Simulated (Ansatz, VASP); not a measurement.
One calculation of SnO, two programs

INCAR

```
SYSTEM = SnO
PREC     = Accurate       ! precision mode
ENCUT    = 600            ! plane-wave cutoff, eV
EDIFF    = 1E-6           ! SCF threshold, eV
ISMEAR   = 0              ! smearing method
SIGMA    = 0.01           ! smearing width, eV
LREAL    = .False.        ! projectors in reciprocal space
LASPH    = .True.         ! aspherical terms in the spheres
NELM     = 120            ! most SCF steps
ALGO     = Normal         ! electronic algorithm
ISIF     = 2              ! what is computed and relaxed
LWAVE    = .False.        ! write WAVECAR
LCHARG   = .True.         ! write CHGCAR
GGA      = LIBXC          ! functional
LIBXC1   = GGA_X_PBE    
LIBXC2   = LDA_C_PW     
LELF     = .True.         ! ELF
LVHAR    = .True.       
NBANDS   = 28             ! bands
GGA_COMPAT= .False.
```

File KPOINTS:

```
regular mesh
0
Gamma
  5 5 4
  0 0 0
```

POSCAR

```
SnO
1.0
    3.9212192466      0.0000000000      0.0000000000
    0.0000000000      3.9212192466      0.0000000000
    0.0000000000      0.0000000000      4.9970615829
Sn O
2 2
Direct
    0.5000000000      0.0000000000      0.2369000000
    0.0000000000      0.5000000000      0.7631000000
    0.0000000000      0.0000000000      0.0000000000
    0.5000000000      0.5000000000      0.0000000000
```

Input for Ansatz:

```yaml
crystal:
  lattice:
    - [3.9212192465725564, 0.0, 0.0]
    - [0.0, 3.9212192465725564, 0.0]
    - [0.0, 0.0, 4.997061582901182]
  atoms:
    - { symbol: Sn, position: [0.5, 0.0, 0.2369] }
    - { symbol: Sn, position: [0.0, 0.5, 0.7631] }
    - { symbol: O, position: [0.0, 0.0, 0.0] }
    - { symbol: O, position: [0.5, 0.5, 0.0] }
basis:
  ecutwfc: 421.77648681281397
kpoints:
  mp_grid:
    grid: [5, 5, 4]
hamiltonian:
  xc:
    exchange: pbe
    correlation: lda
  pseudopotentials:
    kind: paw
scf:
  occupations:
    method: fixed
output:
  stress: true
```

Alike in both runs: task single point; functional pbe exchange, lda correlation; k mesh 5 × 5 × 4; no spin polarisation.

```csv
,VASP,Ansatz
version,VASP 6.6.1,Ansatz 0.2.0
potentials or method,"VASP PAW PBE potentials, release 64 (Sn_d, O), cutoff 600 eV","plane waves, PAW"
occupations,"gaussian, width 0.01 eV",fixed
valence electrons in the cell,40,40
```

|  | VASP | Ansatz | Ansatz less VASP |
| --- | --- | --- | --- |
| pressure (GPa) | 2.9 | 2.9 | -0.06 |
| traceless stress, the component that is largest in VASP (GPa) | -0.26 | -0.30 | -0.040 |

VASP's potentials were made for PBE, not for pbe exchange, lda correlation.
